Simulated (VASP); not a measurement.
Write the native input for VASP 6.6.1 that does the following.

| Item | Value |
| --- | --- |
| Task | single point |
| Functional | LDA |
| Potentials or basis | VASP PAW LDA potentials, release 64 (Ir_sv_GW) |
| Cutoff | 560 eV |
| k mesh | 9 × 9 × 9 |
| Occupations | fermi-dirac, width 0.05 eV |
| Spin | no spin polarisation |
| Dipole correction | no |
| Further INCAR settings | ALGO = Normal; EDIFF = 1e-06; NBANDS = 14 |

The structure of Ir lies in POSCAR:

```
Ir
1.0
    2.5288680094      0.0000000000      0.0000000000
    0.0000000000      2.5288680094      0.0000000000
    0.0000000000      0.0000000000      2.5288680094
Ir
1
Direct
    0.0000000000      0.0000000000      0.0000000000
```

This isn't the form of Ir at room conditions, which is fcc.

These files were run (other wordings do the same):

INCAR

```
  ALGO = Normal
  EDIFF = 1E-6
  ENCUT = 560
  GGA_COMPAT = False
  ISIF = 2
  ISMEAR = -1
  LASPH = True
  LCHARG = False
  LREAL = False
  LWAVE = False
  NBANDS = 14
  NELM = 120
  PREC = Accurate
  SIGMA = 0.05
```

KPOINTS

```
k-points
0
Gamma
  9 9 9
```

Potentials or basis: VASP PAW LDA potentials, release 64 (Ir_sv_GW).

Run with:

```bash
$ cat potpaw_LDA.64/Ir_sv_GW/POTCAR > POTCAR
$ mpirun -np 1 vasp_std > vasp.out
```

Results of the run:

| Quantity | Value |
| --- | --- |
| Pressure | -0.6 GPa |
| Band gap on the k mesh | zero (an odd number of electrons rules out a gap without spin polarisation) |

Caveat: spin-orbit coupling is left out, which moves the levels of the heavy elements.

Wall time 16 s on 1 thread of AMD EPYC 7571, on a shared host, peak memory 0.09 GiB.
